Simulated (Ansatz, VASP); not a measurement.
# One calculation of CuAu3, two programs

```xyz
4
Lattice="4.0064 0.0000 0.0000 0.0000 4.0064 0.0000 0.0000 0.0000 4.0064" Properties=species:S:1:pos:R:3 pbc="T T T"
Cu    0.0000    0.0000    0.0000
Au    0.0000    2.0032    2.0032
Au    2.0032    0.0000    2.0032
Au    2.0032    2.0032    0.0000
```

Change from the starting cell: volume scaled by 1.02.

Alike in both runs: task single point; functional LDA; k mesh 9 × 9 × 9; occupations fermi-dirac, width 0.05 eV; no spin polarisation.

|  | VASP | Ansatz |
| --- | --- | --- |
| version | VASP 6.6.1 | Ansatz 0.2.0 |
| potentials or method | VASP PAW LDA potentials, release 64 (Cu, Au), cutoff 520 eV | all-electron LAPW, scalar-relativistic |

VASP gave:

- pressure (GPa): -8.1

Problem. What did Ansatz give for the same quantities?

Solution. Pressure (GPa): -8.6.

LDA's correlation is that of Perdew and Zunger in VASP and of Perdew and Wang (1992) in Ansatz. Ansatz ran all-electron here, and VASP with PAW potentials.

Neither program's run includes spin-orbit coupling.
